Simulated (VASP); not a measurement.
# BN (P3m1) in VASP: further runs

BN is run at these levels: PBE; tasks: single point.

Everything below comes from runs of VASP 6.6.1. Logs are shortened: lines on timing, memory, paths and dates and some standing lists are left out, and cuts for length are marked.

## Step 1: The cell of the first run

It takes space group P3m1 (No. 156, trigonal). The conventional cell has a = 2.554 Å, b = 2.554 Å, c = 4.227 Å, α = 90.00°, β = 90.00°, γ = 120.00°. Within 1.8 Å of B (site symmetry 3m) lie 4 N at 1.38 to 1.57 Å. B (site symmetry 3m) has 4 N at 1.58 to 1.65 Å within 2.1 Å. Within 1.8 Å of N (site symmetry 3m) lie 4 B at 1.38 to 1.65 Å. N (site symmetry 3m) has 4 B at 1.57 to 1.58 Å within 2.1 Å.

## Step 2: Single point, PBE (atom 3 (N) moved by (+0.000, +0.200) A along [1 1 0] and z)

Input file INCAR:

```
  PREC = Accurate
  ENCUT = 520
  EDIFF = 1E-6
  ISMEAR = 0
  SIGMA = 0.05
  LREAL = F
  LASPH = T
  NELM = 60
  ALGO = Normal
  ISIF = 2
  LWAVE = F
  LCHARG = F
  GGA = PE
  NBANDS = 16
```

Input file KPOINTS:

```
Automatic mesh
0
Gamma
  12 12 6
```

Input file POSCAR:

```
BN
1.0
    2.5539396017      0.0000000000      0.0000000000
   -1.2769698009      2.2117765748      0.0000000000
    0.0000000000      0.0000000000      4.2268550000
B N
2 2
Direct
    0.6666666667      0.3333333333      0.9997240000
    0.3333333333      0.6666666667      0.4997240000
    0.6666666667      0.3333333333      0.6725925036
    0.3333333333      0.6666666667      0.1252760000
```

Potentials or basis: VASP PAW PBE potentials, release 64 (B, N).

Run with:

```console
cat potpaw_PBE.64/B/POTCAR potpaw_PBE.64/N/POTCAR > POTCAR
mpirun -np 1 vasp_std > vasp.out
```

OUTCAR:

```text
PREC = Accurate
   ENCUT = 520
   EDIFF = 1E-6
   ISMEAR = 0
   LREAL = F
   LASPH = T
   NELM = 60
   ISIF = 2
   GGA = PE

 ion  position               nearest neighbor table
   1  0.667  0.333  1.000-   3 1.38   4 1.57   4 1.57   4 1.57
   2  0.333  0.667  0.500-   4 1.58   3 1.65   3 1.65   3 1.65
   3  0.667  0.333  0.673-   1 1.38   2 1.65   2 1.65   2 1.65
   4  0.333  0.667  0.125-   1 1.57   1 1.57   1 1.57   2 1.58

  LATTYP: Found a hexagonal cell.
 ALAT       =     2.5539396017
 C/A-ratio  =     1.6550332659

  Lattice vectors:

 A1 = (   2.5539396017,   0.0000000000,   0.0000000000)
 A2 = (  -1.2769698009,   2.2117765748,   0.0000000000)
 A3 = (   0.0000000000,   0.0000000000,   4.2268550000)

Analysis of symmetry for initial positions (statically):
=====================================================================
 Subroutine PRICEL returns:
 Original cell was already a primitive cell.

 Routine SETGRP: Setting up the symmetry group for a
 hexagonal supercell.

 Subroutine GETGRP returns: Found  6 space group operations
 (whereof  6 operations were pure point group operations)
 out of a pool of 24 trial point group operations.

The static configuration has the point symmetry C_3v.

Analysis of symmetry for dynamics (positions and initial velocities):
=====================================================================
 Subroutine PRICEL returns:
 Original cell was already a primitive cell.

 Routine SETGRP: Setting up the symmetry group for a
 hexagonal supercell.

 Subroutine GETGRP returns: Found  6 space group operations
 (whereof  6 operations were pure point group operations)
 out of a pool of 24 trial point group operations.

The dynamic configuration has the point symmetry C_3v.

 Subroutine INISYM returns: Found  6 space group operations
 (whereof  6 operations are pure point group operations),
 and found     1 'primitive' translations

----------------------------------------------------------------------------------------

                                     Primitive cell

  volume of cell :      23.8764

  direct lattice vectors                    reciprocal lattice vectors
     2.553939602  0.000000000  0.000000000     0.391551938  0.226062617  0.000000000
    -1.276969801  2.211776575  0.000000000     0.000000000  0.452125233  0.000000000
     0.000000000  0.000000000  4.226855000     0.000000000  0.000000000  0.236582518

  length of vectors
     2.553939602  2.553939602  4.226855000     0.452125233  0.452125233  0.236582518

  position of ions in fractional coordinates (direct lattice)
     0.666666667  0.333333333  0.999724000
     0.333333333  0.666666667  0.499724000
     0.666666667  0.333333333  0.672592504
     0.333333333  0.666666667  0.125276000

  ion indices of the primitive-cell ions
   primitive index   ion index
                 1           1
                 2           2
                 3           3
                 4           4

----------------------------------------------------------------------------------------

 KPOINTS: Automatic mesh

Automatic generation of k-mesh.
 Grid dimensions read from file:
 generate k-points for:   12   12    6

 Generating k-lattice:

  Cartesian coordinates                     Fractional coordinates (reciprocal lattice)
     0.032629328  0.018838551  0.000000000     0.083333333  0.000000000  0.000000000
     0.000000000  0.037677103  0.000000000     0.000000000  0.083333333  0.000000000
     0.000000000  0.000000000  0.039430420     0.000000000  0.000000000  0.166666667

  Length of vectors
     0.037677103  0.037677103  0.039430420

  Shift w.r.t. Gamma in fractional coordinates (k-lattice)
     0.000000000  0.000000000  0.000000000

 Subroutine IBZKPT returns following result:
 ===========================================

 Found    100 irreducible k-points:

 Following reciprocal coordinates:
            Coordinates               Weight
  0.000000  0.000000  0.000000      1.000000
  0.083333  0.000000  0.000000      6.000000
  0.166667  0.000000  0.000000      6.000000
  0.250000  0.000000  0.000000      6.000000
  0.333333  0.000000  0.000000      6.000000
  0.416667  0.000000  0.000000      6.000000
[... 16 lines left out ...]
  0.166667  0.000000  0.166667      6.000000
  0.000000  0.166667  0.166667      6.000000
 [... further k-points ...]
   k-points           NKPTS =    100   k-points in BZ     NKDIM =    100   number of bands    NBANDS=     16
   number of dos      NEDOS =    301   number of ions     NIONS =      4
   total plane-waves  NPLWV =  12800
   dimension x,y,z NGX =    20 NGY =   20 NGZ =   32
   dimension x,y,z NGXF=    40 NGYF=   40 NGZF=   64
   ions per type =               2   2
   NGX,Y,Z   is equivalent  to a cutoff of  13.02, 13.02, 12.59 a.u.
   NGXF,Y,Z  is equivalent  to a cutoff of  26.04, 26.04, 25.17 a.u.
 SYSTEM =  unknown system
   PREC   = accura    normal or accurate (medium, high low for compatibility)
   ISTART =      0    job   : 0-new  1-cont  2-samecut
   ICHARG =      2    charge: 1-file 2-atom 10-const
   ISPIN  =      1    spin polarized calculation?
   LNONCOLLINEAR =      F non collinear calculations
   LSORBIT =      F    spin-orbit coupling
   LASPH  =      T    aspherical Exc in radial PAW
   ENCUT  =  520.0 eV  38.22 Ry    6.18 a.u.   4.75  4.75  7.86*2*pi/ulx,y,z
   NELM   =     60;   NELMIN=  2; NELMDL= -5     # of ELM steps
   EDIFF  = 0.1E-05   stopping-criterion for ELM
   LREAL  =      F    real-space projection
[... 7 lines left out ...]
   TEBEG  =    0.0;   TEEND  =   0.0 temperature during run
   PSTRESS=    0.0 pullay stress
   NELECT =      16.0000    total number of electrons
   NUPDOWN=      -1.0000    fix difference up-down
   EMIN   =  10.00;   EMAX   =-10.00  energy-range for DOS
   EFERMI =   0.00;   METHOD = LEGACY
   ISMEAR =     0;   SIGMA  =   0.05  broadening in eV -4-tet -1-fermi 0-gaus
   EFERMI_NEDOS =   21; number of points for ismear=-14 and -15
   IALGO  =     38    algorithm
   IMIX   =      4    mixing-type and parameters
     AMIX     =   0.40;   BMIX     =  1.00
     AMIX_MAG =   1.60;   BMIX_MAG =  1.00
  volume/ion in A,a.u.               =       5.97        40.28
  Fermi-wavevector in a.u.,A,eV,Ry     =   1.432600  2.707222 27.923836  2.052344
  Thomas-Fermi vector in A             =   2.552210
   LORBIT       =      0    0 simple, 1 ext, 2 COOP (PROOUT), +10 PAW based schemes
   GGA     = PE    functional components
   LHFCALC =     F    Hartree Fock is set to
   AEXX    =    0.0000 exact exchange contribution
   IVDW    =     0    specifies the selected vdW correction
   LEPSILON=     F    determine dielectric tensor
   LRPA    =     F    only Hartree local field effects (RPA)
 non-spin polarized calculation
 Gauss-broadening in eV      SIGMA  =   0.05
  energy-cutoff  :      520.00
  volume of cell :       23.88
 maximum number of plane-waves:       660
 NGX is ok and might be reduce to    20
   NGX =  9   NGY =  9   NGZ = 15

 number of electron      16.0000000 magnetization

 Free energy of the ion-electron system (eV)
  ---------------------------------------------------
  ext. energy  EPLUGINS =         0.00000000
  ---------------------------------------------------
  free energy    TOTEN  =       -33.95192889 eV

  energy without entropy =      -33.95192889  energy(sigma->0) =      -33.95192889

 E-fermi :   8.2191     XC(G=0): -12.7656

 val. band max:        7.9928121254   @ k =   0.0000   0.0000   0.0000
 cond. band min:      11.3690227239   @ k =   0.3333   0.3333   0.0000
 fundamental gap:      3.3762105985
 Fermi energy:         8.2191077766

 k-point     1 :       0.0000    0.0000    0.0000
  band No.  band energies     occupation
      1     -12.9403      2.00000
      2      -8.7332      2.00000
      3      -3.6712      2.00000
      4       5.3935      2.00000
      5       5.3935      2.00000
      6       6.0620      2.00000
[... 8 lines left out ...]
     15      19.5480      0.00000
     16      24.6010      0.00000

 k-point     2 :       0.0833    0.0000    0.0000
  band No.  band energies     occupation
      1     -12.7899      2.00000
      2      -8.6170      2.00000
      3      -3.5280      2.00000
      4       4.6551      2.00000
      5       5.1173      2.00000
      6       5.9607      2.00000
[... 8 lines left out ...]
     15      19.9543      0.00000
     16      24.2684      0.00000

 k-point     3 :       0.1667    0.0000    0.0000
  band No.  band energies     occupation
      1     -12.3436      2.00000
      2      -8.2857      2.00000
      3      -3.1039      2.00000
      4       2.9880      2.00000
      5       4.4699      2.00000
      6       5.3987      2.00000
[... 8 lines left out ...]
     15      21.0096      0.00000
     16      23.3729      0.00000

 k-point     4 :       0.2500    0.0000    0.0000
  band No.  band energies     occupation
      1     -11.6192      2.00000
      2      -7.8065      2.00000
      3      -2.4193      2.00000
      4       1.0434      2.00000
      5       3.7454      2.00000
      6       4.0153      2.00000
[... 8 lines left out ...]
     15      22.3756      0.00000
     16      23.3824      0.00000

 k-point     5 :       0.3333    0.0000    0.0000
  band No.  band energies     occupation
      1     -10.6596      2.00000
      2      -7.3550      2.00000
      3      -1.5294      2.00000
      4      -0.6786      2.00000
      5       2.3328      2.00000
      6       3.1353      2.00000
[... 8 lines left out ...]
     15      23.6837      0.00000
     16      24.2203      0.00000

 k-point     6 :       0.4167    0.0000    0.0000
  band No.  band energies     occupation
      1      -9.5814      2.00000
      2      -7.2842      2.00000
      3      -1.7443      2.00000
      4      -0.5264      2.00000
      5       0.9205      2.00000
      6       2.7389      2.00000
[... 8 lines left out ...]
     15      24.5999      0.00000
     16      24.7026      0.00000

 k-point     7 :       0.5000    0.0000    0.0000
  band No.  band energies     occupation
      1      -8.8947      2.00000
      2      -7.5630      2.00000
      3      -1.9703      2.00000
      4      -0.0608      2.00000
      5       0.4060      2.00000
      6       2.4473      2.00000
[... 8 lines left out ...]
     15      24.8804      0.00000
     16      24.9235      0.00000

 k-point     8 :       0.0833    0.0833    0.0000
  band No.  band energies     occupation
      1     -12.4915      2.00000
      2      -8.3928      2.00000
      3      -3.2442      2.00000
      4       3.6130      2.00000
      5       4.4308      2.00000
      6       5.6954      2.00000
[... 8 lines left out ...]
     15      20.7811      0.00000
     16      23.7279      0.00000

 k-point     9 :       0.1667    0.0833    0.0000
  band No.  band energies     occupation
      1     -11.9055      2.00000
      2      -7.9837      2.00000
      3      -2.6888      2.00000
      4       1.9760      2.00000
      5       3.4125      2.00000
      6       4.9502      2.00000
[... 8 lines left out ...]
     15      21.9577      0.00000
     16      23.3001      0.00000
[... 172 lines left out ...]
 k-point    19 :       0.3333    0.3333    0.0000
  band No.  band energies     occupation
      1      -7.6910      2.00000
      2      -7.6827      2.00000
      3      -1.6114      2.00000
      4       0.2960      2.00000
      5       0.4789      2.00000
      6       1.2159      2.00000
[... 8 lines left out ...]
     15      23.9960      0.00000
     16      25.0916      0.00000

 k-point    20 :       0.0000    0.0000    0.1667
  band No.  band energies     occupation
      1     -12.7899      2.00000
      2      -9.2723      2.00000
      3      -2.8542      2.00000
      4       5.3381      2.00000
      5       5.5021      2.00000
      6       5.5021      2.00000
[... 8 lines left out ...]
     15      19.2160      0.00000
     16      24.3413      0.00000

 k-point    21 :       0.0833    0.0000    0.1667
  band No.  band energies     occupation
      1     -12.6402      2.00000
      2      -9.1475      2.00000
      3      -2.7266      2.00000
      4       4.6780      2.00000
      5       5.2340      2.00000
      6       5.3808      2.00000
[... 8 lines left out ...]
     15      19.5814      0.00000
     16      24.2005      0.00000

 k-point    22 :       0.0000    0.0833    0.1667
  band No.  band energies     occupation
      1     -12.6402      2.00000
      2      -9.1477      2.00000
      3      -2.7258      2.00000
      4       4.7163      2.00000
      5       5.2281      2.00000
      6       5.3281      2.00000
[... 8 lines left out ...]
     15      19.6653      0.00000
     16      24.1616      0.00000

 k-point    23 :       0.1667    0.0000    0.1667
  band No.  band energies     occupation
      1     -12.1965      2.00000
      2      -8.7871      2.00000
      3      -2.3598      2.00000
      4       3.0705      2.00000
      5       4.5963      2.00000
      6       4.9174      2.00000
[... 8 lines left out ...]
     15      20.6132      0.00000
     16      23.7501      0.00000

 k-point    24 :       0.0000    0.1667    0.1667
  band No.  band energies     occupation
      1     -12.1961      2.00000
      2      -8.7890      2.00000
      3      -2.3517      2.00000
      4       3.1203      2.00000
      5       4.5898      2.00000
      6       4.7423      2.00000
[... 8 lines left out ...]
     15      20.7378      0.00000
     16      23.5355      0.00000

 [... further k-points ...]
[... 5 lines left out ...]
  --------------------------------------------------------------------------------------
  -------------------------------------------------------------------------------------
  Total        0.4082937      0.4082937      2.9115335     -0.0000000      0.0000000      0.0000000
  in kB       27.3976926     27.3976926    195.3723689     -0.0000000      0.0000000      0.0000000
  external PRESSURE =      83.3892514 kB  Pullay stress =       0.0000000 kB

 VOLUME and BASIS-vectors are now :
 -----------------------------------------------------------------------------
  energy-cutoff  :      520.00
  volume of cell :       23.88
      direct lattice vectors                 reciprocal lattice vectors
     2.553939602  0.000000000  0.000000000     0.391551938  0.226062617  0.000000000
    -1.276969801  2.211776575  0.000000000     0.000000000  0.452125233  0.000000000
     0.000000000  0.000000000  4.226855000     0.000000000  0.000000000  0.236582518

 POSITION                                       TOTAL-FORCE (eV/Angst)
 -----------------------------------------------------------------------------------
      1.27697      0.73726      4.22569         0.000000      0.000000      3.989525
     -0.00000      1.47452      2.11226        -0.000000      0.000000      2.891232
      1.27697      0.73726      2.84295        -0.000000     -0.000000     -9.650643
     -0.00000      1.47452      0.52952         0.000000      0.000000      2.769886
 -----------------------------------------------------------------------------------
    total drift:                               -0.000000      0.000000     -0.000262

  FREE ENERGIE OF THE ION-ELECTRON SYSTEM (eV)
  ---------------------------------------------------
  free  energy   TOTEN  =       -33.9519288885 eV

  energy  without entropy=      -33.9519288885  energy(sigma->0) =      -33.95192889
```

Run time: 22 s. Hardware: 1 thread of AMD EPYC 9R45 (Zen 5), shared host; peak memory 0.12 GiB.

Results:

```
Free energy            : -33.9519 eV
Pressure               : 8.3 GPa
Largest force          : 9.651 eV/Å
Band gap on the k mesh : 3.38 eV, indirect (least direct gap 7.14 eV)
```

Forces in eV/Å, atoms in the order of the input:
```
B    0.000  0.000  3.990
B    0.000  0.000  2.891
N    0.000  0.000 -9.651
N    0.000  0.000  2.770
```

Caveat: the cell differs from its parent crystal (atom 3 (N) moved by (+0.000, +0.200) A along [1 1 0] and z); forces of over 1 eV/Å act on the atoms, so gaps and moduli don't describe the material at rest. A k mesh can miss the band edges.

## Step 3: Single point, PBE (atom 3 (N) moved by (+0.000, -0.100) A along [1 1 0] and z)

Input file INCAR:

```
SYSTEM = BN
ALGO = Normal
EDIFF = 1E-6
ENCUT = 520
GGA = PE
ISIF = 2
ISMEAR = 0
LASPH = .TRUE.
LCHARG = .FALSE.
LREAL = .FALSE.
LWAVE = .FALSE.
NBANDS = 16
NELM = 100
PREC = Accurate
SIGMA = 0.05
```

Input file KPOINTS:

```
k-points
0
G
  12 12 6
  0 0 0
```

Changes to POSCAR since step 2:

```diff
@@ -10,3 +10,3 @@
     0.3333333333      0.6666666667      0.4997240000
-    0.6666666667      0.3333333333      0.6725925036
+    0.6666666667      0.3333333333      0.6016177482
     0.3333333333      0.6666666667      0.1252760000
```

Potentials or basis: VASP PAW PBE potentials, release 64 (B, N).

Run with:

```console
cat potpaw_PBE.64/B/POTCAR potpaw_PBE.64/N/POTCAR > POTCAR
mpirun -np 1 vasp_std > vasp.out
```

Run time: 21 s. Hardware: 1 thread of AMD EPYC 9R45 (Zen 5), shared host; peak memory 0.12 GiB.

The run converged. Its results:

```yaml
Free_energy: -34.6636 eV
Pressure: 2.4 GPa
Largest_force: 3.268 eV/Å
Band_gap_on_the_k_mesh: 5.47 eV, indirect (least direct gap 7.73 eV)
```

Forces in eV/Å, atoms in the order of the input:
```
B    0.000  0.000 -0.459
B    0.000  0.000 -1.363
N    0.000  0.000  3.268
N    0.000  0.000 -1.446
```

Stress tensor (GPa, compression positive):
```
2.01 0.00 0.00
0.00 2.01 0.00
0.00 0.00 3.10
```

Levels at points of the mesh, in eV from the valence-band top:
```csv
k point,band 5,band 6,band 7,band 8,band 9,band 10,band 11,band 12
"(0.00, 0.00, 0.00)",-2.47,-0.43,-0.43,0.00,7.73,8.23,8.23,9.19
"(0.50, 0.00, 0.00)",-6.86,-5.31,-4.20,-2.59,6.42,7.80,10.99,11.01
"(0.00, 0.00, 0.50)",-1.81,-1.81,-1.28,-1.28,8.76,9.37,9.47,9.47
"(0.50, 0.00, 0.50)",-4.44,-3.83,-3.71,-3.21,6.08,6.35,9.28,9.61
```

Caveat: the cell differs from its parent crystal (atom 3 (N) moved by (+0.000, -0.100) A along [1 1 0] and z); forces of over 1 eV/Å act on the atoms, so gaps and moduli don't describe the material at rest. A k mesh can miss the band edges.

## Step 4: Single point, PBE (atom 3 (N) moved by (+0.000, +0.100) A along [1 1 0] and z)

Input file INCAR:

```
  PREC = Accurate
  ENCUT = 520
  EDIFF = 1E-6
  ISMEAR = 0
  SIGMA = 0.05
  LREAL = False
  LASPH = True
  NELM = 80
  ALGO = Normal
  ISIF = 2
  LWAVE = False
  LCHARG = False
  GGA = PE
  NBANDS = 16
```

Input file KPOINTS:

```
Automatic mesh
0
Gamma
  12 12 6
```

Changes to POSCAR since step 3:

```diff
@@ -10,3 +10,3 @@
     0.3333333333      0.6666666667      0.4997240000
-    0.6666666667      0.3333333333      0.6016177482
+    0.6666666667      0.3333333333      0.6489342518
     0.3333333333      0.6666666667      0.1252760000
```

Run with:

```console
cat potpaw_PBE.64/B/POTCAR potpaw_PBE.64/N/POTCAR > POTCAR
mpirun -np 1 vasp_std > vasp.out
```

Wall time 20 s (1 thread of AMD EPYC 9R45 (Zen 5), shared host); peak memory 0.12 GiB.

It converged, with:

```
Free energy            : -34.6311 eV
Pressure               : 1.7 GPa
Largest force          : 4.193 eV/Å
Band gap on the k mesh : 4.33 eV, indirect (least direct gap 7.76 eV)
```

Forces in eV/Å, atoms in the order of the input:
```
B    0.000  0.000  1.323
B    0.000  0.000  1.498
N    0.000  0.000 -4.193
N    0.000  0.000  1.371
```

Stress tensor (GPa, compression positive):
```
0.64 0.00 0.00
0.00 0.64 0.00
0.00 0.00 3.94
```

Levels at points of the mesh, in eV from the valence-band top:
```csv
k point,band 5,band 6,band 7,band 8,band 9,band 10,band 11,band 12
"(0.00, 0.00, 0.00)",-2.30,-1.08,0.00,0.00,7.93,7.93,8.60,9.22
"(0.50, 0.00, 0.00)",-7.29,-5.11,-4.98,-1.99,6.44,7.31,9.52,10.89
"(0.00, 0.00, 0.50)",-1.56,-1.56,-1.01,-1.01,9.00,9.38,9.39,9.39
"(0.50, 0.00, 0.50)",-4.33,-4.13,-3.82,-3.48,6.14,6.33,9.70,10.05
```

Caveat: the cell differs from its parent crystal (atom 3 (N) moved by (+0.000, +0.100) A along [1 1 0] and z); forces of over 1 eV/Å act on the atoms, so gaps and moduli don't describe the material at rest. A k mesh can miss the band edges.
